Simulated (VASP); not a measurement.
Input of a VASP 6.6.1 run:

The input INCAR:

```
SYSTEM = As2Se
  PREC = Accurate
  ENCUT = 520
  EDIFF = 1E-6
  ISMEAR = 0
  SIGMA = 0.15
  LREAL = .False.
  LASPH = .True.
  NELM = 80
  ALGO = Fast
  ISIF = 2
  LWAVE = .False.
  LCHARG = .False.
  GGA = PS
  NBANDS = 25
```

KPOINTS

```
Automatic mesh
0
Gamma
  12 12 12
  0 0 0
```

The input POSCAR:

```
As2Se
1.0
   -3.5175316230      3.5175316230      2.5454159077
    3.5175316230     -3.5175316230      2.5454159077
    3.5175316230      3.5175316230     -2.5454159077
As Se
4 2
Direct
    0.8750000000      0.1250000000      0.7500000000
    0.3750000000      0.1250000000      0.2500000000
    0.8750000000      0.6250000000      0.7500000000
    0.8750000000      0.1250000000      0.2500000000
    0.5000000000      0.5000000000      0.0000000000
    0.2500000000      0.7500000000      0.5000000000
```

Potentials or basis: VASP PAW PBE potentials, release 64 (As, Se).

Run with:

```sh
$ cat potpaw_PBE.64/As/POTCAR potpaw_PBE.64/Se/POTCAR > POTCAR
$ mpirun -np 1 vasp_std > vasp.out
```

(1) What does it give for the pressure?

(2) What does it give for the band gap on the k mesh?

Answers

(1) 1.1 GPa.

(2) zero (bands 16 and 17 overlap by 0.77 eV).

Caveat: the PAW data sets were made with another functional, which shifts forces and pressure a little.
